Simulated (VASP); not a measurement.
# H: single point with PBE+D3(BJ)

H:

```
H
1.0
     2.78212    0.00000    0.00000
     0.00000    2.78212    0.00000
     0.00000    0.00000    0.93147
H
1
Direct
  0.00000 0.00000 0.50000
```

This cell differs from its parent crystal: strain +0.050 along x and y, -0.050 along z.

```json
{"Program": "VASP 6.6.1", "Task": "single point", "Functional": "PBE", "Dispersion": "D3(BJ)", "Potentials or basis": "VASP PAW PBE potentials, release 64 (H)", "Cutoff": "520 eV", "k mesh": "10 × 10 × 26", "Occupations": "gaussian, width 0.05 eV", "Spin": "no spin polarisation"}
```

- Pressure: 8.3 GPa
- Dispersion energy per atom: -0.055 eV

Stress tensor (GPa, compression positive):
```
-0.35  0.00  0.00
 0.00 -0.35  0.00
 0.00  0.00 25.58
```

Levels at points of the mesh, in eV from the Fermi level:
| k point | band 1 | band 2 | band 3 | band 4 | band 5 |
| --- | --- | --- | --- | --- | --- |
| (0.00, 0.00, 0.00) | -11.41 | 8.33 | 13.98 | 13.98 | 17.09 |
| (0.50, 0.00, 0.00) | -10.34 | 2.50 | 14.55 | 16.56 | 22.17 |
| (0.50, 0.50, 0.00) | -9.49 | 5.86 | 5.86 | 9.27 | 33.93 |
| (0.00, 0.00, 0.50) | 27.75 | 35.43 | 49.90 | 54.22 | 56.98 |
| (0.50, 0.00, 0.50) | 28.36 | 37.21 | 45.71 | 45.98 | 56.46 |
| (0.50, 0.50, 0.50) | 28.85 | 38.67 | 49.01 | 49.01 | 49.42 |

Wall time 8.5 s on 1 thread of Intel Xeon 6975P-C, on a shared host, peak memory 0.12 GiB.

Caveat: the cell differs from its parent crystal (strain +0.050 along x and y, -0.050 along z); pairwise dispersion overbinds metals, which lowers pressure and volume.
